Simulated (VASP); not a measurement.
# LiBr (Fm-3m) in VASP: a series of runs

Runs on LiBr. Level: PBE. Tasks: single point, relaxation of cell and atoms.

All numbers are computed with VASP 6.6.1; they aren't measurements. Logs are shortened: lines on timing, memory, paths and dates and some standing lists are left out, and cuts for length are marked.

**1. The cell of the first run**

Symmetry: Fm-3m, No. 225, cubic system. Conventional cell: a = 5.510 Å, b = 5.510 Å, c = 5.510 Å, α = 90.00°, β = 90.00°, γ = 90.00°. Li (site symmetry m-3m) has 6 Br at 2.76 Å within 3.6 Å. Br (site symmetry m-3m) has 6 Li at 2.76 Å within 3.6 Å.

**2. Single point, PBE**

Input file INCAR:

```
ALGO = Normal ; EDIFF = 1E-6
ENCUT = 750 ; GGA = PE
GGA_COMPAT = F ; ISIF = 2
ISMEAR = -1 ; LASPH = T
LCHARG = F ; LREAL = F
LWAVE = F ; NBANDS = 12
NELM = 120 ; PREC = Accurate
SIGMA = 0.02
```

Input file KPOINTS:

```
k-points
0
Gamma
  8 8 8
```

Input file POSCAR:

```
LiBr
1.0
    0.0000000000      2.7551221627      2.7551221627
    2.7551221627      0.0000000000      2.7551221627
    2.7551221627      2.7551221627      0.0000000000
Li Br
1 1
Direct
    0.0000000000      0.0000000000      0.0000000000
    0.5000000000      0.5000000000      0.5000000000
```

Potentials or basis: VASP PAW PBE potentials, release 64 (Li_sv, Br).

Launch:

```sh
cat potpaw_PBE.64/Li_sv/POTCAR potpaw_PBE.64/Br/POTCAR > POTCAR
mpirun -np 1 vasp_std > vasp.out
```

OUTCAR:

```text
EDIFF = 1E-6
   ENCUT = 750
   GGA = PE
   ISIF = 2
   ISMEAR = -1
   LASPH = T
   LREAL = F
   NELM = 120
   PREC = Accurate

 ion  position               nearest neighbor table
   1  0.000  0.000  0.000-
   2  0.500  0.500  0.500-

  LATTYP: Found a face centered cubic cell.
 ALAT       =     5.5102443254

  Lattice vectors:

 A1 = (   0.0000000000,   2.7551221627,   2.7551221627)
 A2 = (   2.7551221627,   0.0000000000,   2.7551221627)
 A3 = (   2.7551221627,   2.7551221627,   0.0000000000)

Analysis of symmetry for initial positions (statically):
=====================================================================
 Subroutine PRICEL returns:
 Original cell was already a primitive cell.

 Routine SETGRP: Setting up the symmetry group for a
 face centered cubic supercell.

 Subroutine GETGRP returns: Found 48 space group operations
 (whereof 48 operations were pure point group operations)
 out of a pool of 48 trial point group operations.

The static configuration has the point symmetry O_h .

Analysis of symmetry for dynamics (positions and initial velocities):
=====================================================================
 Subroutine PRICEL returns:
 Original cell was already a primitive cell.

 Routine SETGRP: Setting up the symmetry group for a
 face centered cubic supercell.

 Subroutine GETGRP returns: Found 48 space group operations
 (whereof 48 operations were pure point group operations)
 out of a pool of 48 trial point group operations.

The dynamic configuration has the point symmetry O_h .

 Subroutine INISYM returns: Found 48 space group operations
 (whereof 48 operations are pure point group operations),
 and found     1 'primitive' translations

----------------------------------------------------------------------------------------

                                     Primitive cell

  volume of cell :      41.8266

  direct lattice vectors                    reciprocal lattice vectors
     0.000000000  2.755122163  2.755122163    -0.181480156  0.181480156  0.181480156
     2.755122163  0.000000000  2.755122163     0.181480156 -0.181480156  0.181480156
     2.755122163  2.755122163  0.000000000     0.181480156  0.181480156 -0.181480156

  length of vectors
     3.896331128  3.896331128  3.896331128     0.314332851  0.314332851  0.314332851

  position of ions in fractional coordinates (direct lattice)
     0.000000000  0.000000000  0.000000000
     0.500000000  0.500000000  0.500000000

  ion indices of the primitive-cell ions
   primitive index   ion index
                 1           1
                 2           2

----------------------------------------------------------------------------------------

 KPOINTS: k-points

Automatic generation of k-mesh.
 Grid dimensions read from file:
 generate k-points for:    8    8    8

 Generating k-lattice:

  Cartesian coordinates                     Fractional coordinates (reciprocal lattice)
    -0.022685020  0.022685020  0.022685020     0.125000000  0.000000000  0.000000000
     0.022685020 -0.022685020  0.022685020     0.000000000  0.125000000  0.000000000
     0.022685020  0.022685020 -0.022685020     0.000000000  0.000000000  0.125000000

  Length of vectors
     0.039291606  0.039291606  0.039291606

  Shift w.r.t. Gamma in fractional coordinates (k-lattice)
     0.000000000  0.000000000  0.000000000

 Subroutine IBZKPT returns following result:
 ===========================================

 Found     29 irreducible k-points:

 Following reciprocal coordinates:
            Coordinates               Weight
  0.000000  0.000000  0.000000      1.000000
  0.125000  0.000000  0.000000      8.000000
  0.250000  0.000000  0.000000      8.000000
  0.375000  0.000000  0.000000      8.000000
  0.500000  0.000000  0.000000      4.000000
  0.125000  0.125000  0.000000      6.000000
[... 16 lines left out ...]
  0.500000  0.250000  0.125000     48.000000
 -0.375000  0.250000  0.125000     24.000000
 [... further k-points ...]
   k-points           NKPTS =     29   k-points in BZ     NKDIM =     29   number of bands    NBANDS=     12
   number of dos      NEDOS =    301   number of ions     NIONS =      2
   total plane-waves  NPLWV =  46656
   dimension x,y,z NGX =    36 NGY =   36 NGZ =   36
   dimension x,y,z NGXF=    72 NGYF=   72 NGZF=   72
   ions per type =               1   1
   NGX,Y,Z   is equivalent  to a cutoff of  15.36, 15.36, 15.36 a.u.
   NGXF,Y,Z  is equivalent  to a cutoff of  30.72, 30.72, 30.72 a.u.
 SYSTEM =  unknown system
   PREC   = accura    normal or accurate (medium, high low for compatibility)
   ISTART =      0    job   : 0-new  1-cont  2-samecut
   ICHARG =      2    charge: 1-file 2-atom 10-const
   ISPIN  =      1    spin polarized calculation?
   LNONCOLLINEAR =      F non collinear calculations
   LSORBIT =      F    spin-orbit coupling
   LASPH  =      T    aspherical Exc in radial PAW
   ENCUT  =  750.0 eV  55.12 Ry    7.42 a.u.   8.70  8.70  8.70*2*pi/ulx,y,z
   NELM   =    120;   NELMIN=  2; NELMDL= -5     # of ELM steps
   EDIFF  = 0.1E-05   stopping-criterion for ELM
   LREAL  =      F    real-space projection
   EDIFFG = 0.1E-04   stopping-criterion for IOM
   NSW    =      0    number of steps for IOM
   IBRION =     -1    ionic relax: 0-MD 1-quasi-New 2-CG
   NFREE  =      0    steps in history (QN), initial steepest desc. (CG)
   ISIF   =      2    stress and relaxation
   ISYM   =      2    0-nonsym 1-usesym 2-fastsym
   POTIM  = 0.5000    time-step for ionic-motion
   TEBEG  =    0.0;   TEEND  =   0.0 temperature during run
   PSTRESS=    0.0 pullay stress
   NELECT =      10.0000    total number of electrons
   NUPDOWN=      -1.0000    fix difference up-down
   EMIN   =  10.00;   EMAX   =-10.00  energy-range for DOS
   EFERMI =   0.00;   METHOD = LEGACY
   ISMEAR =    -1;   SIGMA  =   0.02  broadening in eV -4-tet -1-fermi 0-gaus
   EFERMI_NEDOS =   21; number of points for ismear=-14 and -15
   IALGO  =     38    algorithm
   IMIX   =      4    mixing-type and parameters
     AMIX     =   0.40;   BMIX     =  1.00
     AMIX_MAG =   1.60;   BMIX_MAG =  1.00
  volume/ion in A,a.u.               =      20.91       141.13
  Fermi-wavevector in a.u.,A,eV,Ry     =   1.016071  1.920095 14.046653  1.032400
  Thomas-Fermi vector in A             =   2.149393
   LORBIT       =      0    0 simple, 1 ext, 2 COOP (PROOUT), +10 PAW based schemes
   GGA     = PE    functional components
   LHFCALC =     F    Hartree Fock is set to
   AEXX    =    0.0000 exact exchange contribution
   IVDW    =     0    specifies the selected vdW correction
   LEPSILON=     F    determine dielectric tensor
   LRPA    =     F    only Hartree local field effects (RPA)
 non-spin polarized calculation
  energy-cutoff  :      750.00
  volume of cell :       41.83
 maximum number of plane-waves:      1964
   NGX = 17   NGY = 17   NGZ = 17

 number of electron      10.0000001 magnetization

 Free energy of the ion-electron system (eV)
  ---------------------------------------------------
  ext. energy  EPLUGINS =         0.00000000
  ---------------------------------------------------
  free energy    TOTEN  =        -6.64150973 eV

  energy without entropy =       -6.64150973  energy(sigma->0) =       -6.64150973

 E-fermi :   0.8846     XC(G=0):  -8.4052

 val. band max:        0.2767761108   @ k =   0.0000   0.0000   0.0000
 cond. band min:       5.1975868156   @ k =   0.0000   0.0000   0.0000
 fundamental gap:      4.9208107048
 Fermi energy:         0.8846003387

 k-point     1 :       0.0000    0.0000    0.0000
  band No.  band energies     occupation
      1     -44.1282      2.00000
      2     -13.1387      2.00000
      3       0.2768      2.00000
      4       0.2768      2.00000
      5       0.2768      2.00000
      6       5.1976      0.00000
      7      10.7735      0.00000
      8      10.7735      0.00000
      9      10.7735      0.00000
     10      12.4956      0.00000
     11      12.4956      0.00000
     12      12.4956      0.00000

 k-point     2 :       0.1250    0.0000    0.0000
  band No.  band energies     occupation
      1     -44.1281      2.00000
      2     -13.0762      2.00000
      3      -0.3029      2.00000
      4       0.2349      2.00000
      5       0.2349      2.00000
      6       5.7220      0.00000
      7      10.0314      0.00000
      8      10.5889      0.00000
      9      10.5889      0.00000
     10      11.6780      0.00000
     11      11.6780      0.00000
     12      12.8649      0.00000

 k-point     3 :       0.2500    0.0000    0.0000
  band No.  band energies     occupation
      1     -44.1278      2.00000
      2     -12.9180      2.00000
      3      -1.3843      2.00000
      4       0.1398      2.00000
      5       0.1398      2.00000
      6       6.2323      0.00000
      7       9.4659      0.00000
      8       9.4659      0.00000
      9       9.9910      0.00000
     10      12.6112      0.00000
     11      12.6112      0.00000
     12      13.2367      0.00000
[... 286 lines left out ...]
 k-point    23 :       0.5000    0.2500    0.1250
  band No.  band energies     occupation
      1     -44.1272      2.00000
      2     -12.6468      2.00000
      3      -2.0833      2.00000
      4      -0.9556      2.00000
      5      -0.2315      2.00000
      6       7.4670      0.00000
      7       8.1923      0.00000
      8       9.4063      0.00000
      9      10.3038      0.00000
     10      12.9293      0.00000
     11      15.6611      0.00000
     12      16.0443      0.00000

 k-point    24 :      -0.3750    0.2500    0.1250
  band No.  band energies     occupation
      1     -44.1271      2.00000
      2     -12.5843      2.00000
      3      -2.2985      2.00000
      4      -1.0507      2.00000
      5      -0.3244      2.00000
      6       7.3249      0.00000
      7       8.1503      0.00000
      8       9.4780      0.00000
      9      10.9213      0.00000
     10      13.8118      0.00000
     11      14.2034      0.00000
     12      16.8138      0.00000

 [... further k-points ...]
[... 5 lines left out ...]
  --------------------------------------------------------------------------------------
  -------------------------------------------------------------------------------------
  Total       -0.0099432     -0.0099432     -0.0099432     -0.0000000      0.0000000      0.0000000
  in kB       -0.3808770     -0.3808770     -0.3808770     -0.0000000      0.0000000      0.0000000
  external PRESSURE =      -0.3808770 kB  Pullay stress =       0.0000000 kB

 VOLUME and BASIS-vectors are now :
 -----------------------------------------------------------------------------
  energy-cutoff  :      750.00
  volume of cell :       41.83
      direct lattice vectors                 reciprocal lattice vectors
     0.000000000  2.755122163  2.755122163    -0.181480156  0.181480156  0.181480156
     2.755122163  0.000000000  2.755122163     0.181480156 -0.181480156  0.181480156
     2.755122163  2.755122163  0.000000000     0.181480156  0.181480156 -0.181480156

 POSITION                                       TOTAL-FORCE (eV/Angst)
 -----------------------------------------------------------------------------------
      0.00000      0.00000      0.00000         0.000000     -0.000000      0.000000
      2.75512      2.75512      2.75512        -0.000000      0.000000     -0.000000
 -----------------------------------------------------------------------------------
    total drift:                                0.000000      0.000000      0.000000

  FREE ENERGIE OF THE ION-ELECTRON SYSTEM (eV)
  ---------------------------------------------------
  free  energy   TOTEN  =        -6.6415097256 eV

  energy  without entropy=       -6.6415097256  energy(sigma->0) =       -6.64150973
```

It took 33 s on 1 thread of Intel Xeon 8259CL, shared host; peak memory 0.21 GiB.

Results:

```
Free energy            : -6.6415 eV
Pressure               : 0.0 GPa
Band gap on the k mesh : 4.92 eV
```

Levels at points of the mesh, in eV from the valence-band top:
```tsv
k point	band 1	band 2	band 3	band 4	band 5	band 6	band 7	band 8	band 9	band 10
(0.00, 0.00, 0.00)	-44.41	-13.42	0.00	0.00	0.00	4.92	10.50	10.50	10.50	12.22
(0.50, 0.00, 0.00)	-44.40	-12.95	-2.86	-0.26	-0.26	5.62	8.10	8.10	11.70	14.01
(0.50, 0.50, 0.00)	-44.40	-12.76	-2.85	-1.13	-1.13	6.24	7.12	11.58	12.40	12.40
```

**3. Single point, PBE**

Input file INCAR:

```
PREC     = Accurate       # precision mode
ENCUT    = 750            # plane-wave cutoff, eV
EDIFF    = 1E-6           # SCF threshold, eV
ISMEAR   = -1             # smearing method
SIGMA    = 0.02           # smearing width, eV
LREAL    = F              # projectors in reciprocal space
LASPH    = T              # aspherical terms in the spheres
NELM     = 120            # most SCF steps
ALGO     = Normal         # electronic algorithm
ISIF     = 2              # what is computed and relaxed
LWAVE    = F              # write WAVECAR
LCHARG   = F              # write CHGCAR
GGA      = PE             # functional
NBANDS   = 12             # bands
GGA_COMPAT= F
```

Input file KPOINTS:

```
Automatic mesh
0
Gamma
  8 8 8
```

Input file POSCAR:

```
LiBr
1.0
    0.0000000000      2.7552932647      2.7552932647
    2.7552932647      0.0000000000      2.7552932647
    2.7552932647      2.7552932647      0.0000000000
Li Br
1 1
Direct
    0.0000000000      0.0000000000      0.0000000000
    0.5000000000      0.5000000000      0.5000000000
```

Potentials or basis: VASP PAW PBE potentials, release 64 (Li_sv, Br).

Launch:

```sh
cat potpaw_PBE.64/Li_sv/POTCAR potpaw_PBE.64/Br/POTCAR > POTCAR
mpirun -np 1 vasp_std > vasp.out
```

Run time: 24 s. Hardware: 1 thread of Intel Xeon 8259CL, shared host; peak memory 0.21 GiB.

The run converged. Its results:

```yaml
Free_energy: -6.6415 eV
Pressure: 0.0 GPa
Band_gap_on_the_k_mesh: 4.92 eV
```

Levels at points of the mesh, in eV from the valence-band top:
| k point | band 3 | band 4 | band 5 | band 6 | band 7 | band 8 |
| --- | --- | --- | --- | --- | --- | --- |
| (0.00, 0.00, 0.00) | 0.00 | 0.00 | 0.00 | 4.92 | 10.50 | 10.50 |
| (0.50, 0.00, 0.00) | -2.85 | -0.26 | -0.26 | 5.62 | 8.10 | 8.10 |
| (0.50, 0.50, 0.00) | -2.85 | -1.13 | -1.13 | 6.24 | 7.12 | 11.58 |

**4. Relaxation of cell and atoms, PBE**

This run uses another cell than the first one, of 22.48 Å³/atom.

Input file INCAR:

```
PREC = Accurate ; ENCUT = 750
EDIFF = 1E-7 ; ISMEAR = -1
SIGMA = 0.02 ; LREAL = False
LASPH = True ; NELM = 120
ALGO = Normal ; ISIF = 3
LWAVE = False ; LCHARG = False
GGA = PE ; IBRION = 2
NSW = 100 ; EDIFFG = -0.005
GGA_COMPAT = False ; NELMIN = 4
```

Input file KPOINTS:

```
regular mesh
0
Gamma
  8 8 8
```

Input file POSCAR:

```
LiBr
1.0
    0.0000000000      2.8221272026      2.8221272026
    2.8221272026      0.0000000000      2.8221272026
    2.8221272026      2.8221272026      0.0000000000
Li Br
1 1
Direct
    0.0000000000      0.0000000000      0.0000000000
    0.5000000000      0.5000000000      0.5000000000
```

Launch:

```sh
cat potpaw_PBE.64/Li_sv/POTCAR potpaw_PBE.64/Br/POTCAR > POTCAR
mpirun -np 1 vasp_std > vasp.out
```

Wall time 60 s (1 thread of Intel Xeon 8259CL, shared host); peak memory 0.23 GiB.

It converged, with:

* Free energy: -6.6421 eV
* Relaxed volume: 20.88 Å³/atom
* Relaxed cell: a = 3.894 Å, b = 3.894 Å, c = 3.894 Å, α = 60.00°, β = 60.00°, γ = 60.00°
* Space group after relaxing (to 0.1 Å): Fm-3m (No. 225)
* Energy gained by relaxing: 8.6 meV/atom
* Ionic steps: 4
* Pressure after relaxing: 0.0 GPa
* Band gap on the k mesh: 4.93 eV

Step by step:
```
step  energy change (eV)  largest force (eV/Å)  pressure (GPa)  volume (Å³)
   1              0.0000                0.0000           -1.61        44.95
   2             -0.0118                0.0000           -0.96        43.50
   3             -0.0171                0.0000           -0.12        41.96
   4             -0.0172                0.0000            0.01        41.76
```

Final structure:
```
CELL_PARAMETERS angstrom
0.00000 2.75367 2.75367
2.75367 0.00000 2.75367
2.75367 2.75367 0.00000
ATOMIC_POSITIONS crystal
Li 0.00000 0.00000 0.00000
Br 0.50000 0.50000 0.50000
```

Levels at points of the mesh, in eV from the valence-band top:
| k point | band 2 | band 3 | band 4 | band 5 | band 6 | band 7 | band 8 | band 9 |
| --- | --- | --- | --- | --- | --- | --- | --- | --- |
| (0.00, 0.00, 0.00) | -13.42 | 0.00 | 0.00 | 0.00 | 4.93 | 10.50 | 10.50 | 10.50 |
| (0.50, 0.00, 0.00) | -12.95 | -2.86 | -0.26 | -0.26 | 5.62 | 8.10 | 8.10 | 11.72 |
| (0.50, 0.50, 0.00) | -12.77 | -2.86 | -1.13 | -1.13 | 6.24 | 7.12 | 11.60 | 12.41 |

**5. Overview**

| task | cell | gap on the mesh (eV) | pressure (GPa) |
| --- | --- | --- | --- |
| single point | a = 3.896 Å, angles 60.0°, 2 atoms | 4.92 | 0.0 |
| single point | a = 3.897 Å, angles 60.0°, 2 atoms | 4.92 | 0.0 |
| relaxation of cell and atoms | relaxed from a = 3.991 Å, angles 60.0°, 2 atoms | 4.93 | 0.0 |

Alike in all rows: level PBE; potentials or basis VASP PAW PBE potentials, release 64 (Li_sv, Br); no spin polarisation; k mesh 8 × 8 × 8; cutoff (eV) 750; smearing fermi-dirac 0.02 eV.

Absolute energies hang on the potentials; compare differences alone.
